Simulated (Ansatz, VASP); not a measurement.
**TiAl3 in VASP and in Ansatz**

File INCAR:

```
SYSTEM = TiAl3
  ALGO = Fast
  EDIFF = 1E-6
  ENCUT = 520
  GGA = PS
  ISIF = 2
  ISMEAR = 0
  LASPH = .TRUE.
  LCHARG = .TRUE.
  LELF = .TRUE.
  LREAL = .FALSE.
  LVHAR = .TRUE.
  LWAVE = .FALSE.
  NBANDS = 18
  NELM = 80
  PREC = Accurate
  SIGMA = 0.15
```

KPOINTS

```
k-points
0
G
  18 18 18
  0 0 0
```

Contents of POSCAR:

```
TiAl3
1.0
   -1.9077740735      1.9077740735      4.2769968080
    1.9077740735     -1.9077740735      4.2769968080
    1.9077740735      1.9077740735     -4.2769968080
Ti Al
1 3
Direct
   -0.0058457952     -0.0058457952      0.0000000000
    0.5105214014      0.5105214014      0.0000000000
    0.7499247093      0.2499247093      0.5000000000
    0.2499247093      0.7499247093      0.5000000000
```

Input for Ansatz:

```yaml
crystal:
  lattice:
    - [-1.9077740735, 1.9077740735, 4.276996808]
    - [1.9077740735, -1.9077740735, 4.276996808]
    - [1.9077740735, 1.9077740735, -4.276996808]
  atoms:
    - { symbol: Ti, position: [-0.0058457952, -0.0058457952, 0.0] }
    - { symbol: Al, position: [0.5105214014, 0.5105214014, 0.0] }
    - { symbol: Al, position: [0.7499247093, 0.2499247093, 0.5] }
    - { symbol: Al, position: [0.2499247093, 0.7499247093, 0.5] }
basis:
  ecutwfc: 420
kpoints:
  mp_grid: { grid: [18, 18, 18] }
hamiltonian:
  xc: pbesol
scf:
  occupations: { method: gaussian, width: 0.15 }
output:
  forces: true
  stress: true
  eigenvalues: true
  write_density: true
  write_potential: true
  elf: true
  volumetric_format: npy
```

Change from the starting cell: mode 4 (203.4 1/cm) frozen in, largest displacement +0.090 Å.

Alike in both runs: task single point; functional PBEsol; k mesh 18 × 18 × 18; occupations gaussian, width 0.15 eV; no spin polarisation.

|  | VASP | Ansatz |
| --- | --- | --- |
| version | VASP 6.6.1 | Ansatz 0.2.0 |
| potentials or method | VASP PAW PBE potentials, release 64 (Ti_sv, Al), cutoff 520 eV | scalar-relativistic, plane waves, PAW |
| valence electrons in the cell | 21 | 21 |

VASP gave:

| Property | Result |
| --- | --- |
| gap on the k mesh at the Fermi level (eV) | none |
| pressure (GPa) | 0.3 |
| traceless stress, the component that is largest in VASP (GPa) | -0.06 |
| rms of the force components (eV/Å) | 0.151 |

Q: Estimate Ansatz's values.

A: gap on the k mesh at the Fermi level (eV): none; pressure (GPa): 0.2; traceless stress, the component that is largest in VASP (GPa): -0.04; rms of the force components (eV/Å): 0.151.

VASP's potentials were made for PBE, not for PBEsol. Atom by atom the forces differ by 0.000 eV/Å (rms over components). A gap of «none» marks a metal or a gap that the smearing closes.
